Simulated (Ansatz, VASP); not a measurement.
# H: VASP beside Ansatz

INCAR

```
SYSTEM = H
ALGO = Normal
EDIFF = 1E-6
ENCUT = 500
GGA = PS
GGA_COMPAT = .FALSE.
ISIF = 2
ISMEAR = 0
LASPH = .TRUE.
LCHARG = .FALSE.
LREAL = .FALSE.
LWAVE = .FALSE.
NBANDS = 10
NELM = 120
PREC = Accurate
SIGMA = 0.05
```

KPOINTS

```
k-points
0
G
  9 9 6
  0 0 0
```

The input POSCAR:

```
H
1.0
    3.8401304226      0.0000000000      0.0000000000
   -1.9200652113      3.3256504998      0.0623559469
    0.0000000000      0.0946249041      5.0466615500
H
4
Direct
    0.3333333333      0.6666666667      0.1764958800
    0.6666666667      0.3333333333      0.6764958800
    0.6666666667      0.3333333333      0.8235041200
    0.3333333333      0.6666666667      0.3235041200
```

Input for Ansatz:

```yaml
crystal:
  lattice:
    - [3.8401304226, 0.0, 0.0]
    - [-1.9200652113, 3.3256504998, 0.0623559469]
    - [0.0, 0.0946249041, 5.04666155]
  atoms:
    - { symbol: H, position: [0.3333333333, 0.6666666667, 0.17649588] }
    - { symbol: H, position: [0.6666666667, 0.3333333333, 0.67649588] }
    - { symbol: H, position: [0.6666666667, 0.3333333333, 0.82350412] }
    - { symbol: H, position: [0.3333333333, 0.6666666667, 0.32350412] }
basis:
  ecutwfc: 420
kpoints:
  mp_grid: { grid: [9, 9, 6] }
hamiltonian:
  xc: pbesol
scf:
  occupations: { method: gaussian, width: 0.05 }
output:
  forces: true
  stress: true
  eigenvalues: true
```

Change from the starting cell: strain +0.0375 x Voigt [0, 0, 0, 1, 0, 0], atoms carried along.

Alike in both runs: task single point; functional PBEsol; k mesh 9 × 9 × 6; occupations gaussian, width 0.05 eV; no spin polarisation.

|  | VASP | Ansatz |
| --- | --- | --- |
| version | VASP 6.6.1 | Ansatz 0.2.0 |
| potentials or method | VASP PAW PBE potentials, release 64 (H), cutoff 500 eV | scalar-relativistic, plane waves, PAW |
| valence electrons in the cell | 4 | 4 |

VASP gave:

| Quantity | Value |
| --- | --- |
| gap on the k mesh at the Fermi level (eV) | 9.32 |
| least direct gap on the mesh (eV) | 9.32 |
| pressure (GPa) | 0.6 |
| traceless stress, the component that is largest in VASP (GPa) | 1.44 |
| rms of the force components (eV/Å) | 0.348 |

Which values does Ansatz return?

gap on the k mesh at the Fermi level (eV): 9.32; least direct gap on the mesh (eV): 9.32; pressure (GPa): 0.7; traceless stress, the component that is largest in VASP (GPa): 1.47; rms of the force components (eV/Å): 0.346.

VASP's potentials were made for PBE, not for PBEsol. Atom by atom the forces differ by 0.002 eV/Å (rms over components). The functional is the same, so the differences come from potentials, cutoffs and numerics.
